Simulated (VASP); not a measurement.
Here is a VASP 6.6.1 calculation.

The input INCAR:

```
SYSTEM = SiC
PREC = Accurate
ENCUT = 520
EDIFF = 1E-6
ISMEAR = 0
SIGMA = 0.1
LREAL = .False.
LASPH = .True.
NELM = 60
ALGO = Normal
ISIF = 2
LWAVE = .False.
LCHARG = .False.
GGA = PE
NBANDS = 11
```

The input KPOINTS:

```
Automatic mesh
0
Gamma
  8 8 6
  0 0 0
```

POSCAR

```
SiC
1.0
    2.5260084182      0.0000000000      0.0000000000
    0.0000000000      2.5260084182      0.0000000000
    0.0000000000      0.0000000000      3.3108753195
Si C
1 1
Direct
    0.5000000000      0.5000000000      0.5000000000
    0.0000000000      0.0000000000      0.0000000000
```

Potentials or basis: VASP PAW PBE potentials, release 64 (Si, C).

The run is started by

```sh
$ cat potpaw_PBE.64/Si/POTCAR potpaw_PBE.64/C/POTCAR > POTCAR
$ mpirun -np 1 vasp_std > vasp.out
```

(1) Predict the pressure.

(2) Predict the band gap on the k mesh.

Results:

(1) -5.5 GPa.

(2) zero (band 4 reaches 11.66 eV, above the bottom of band 5 at 6.97 eV).
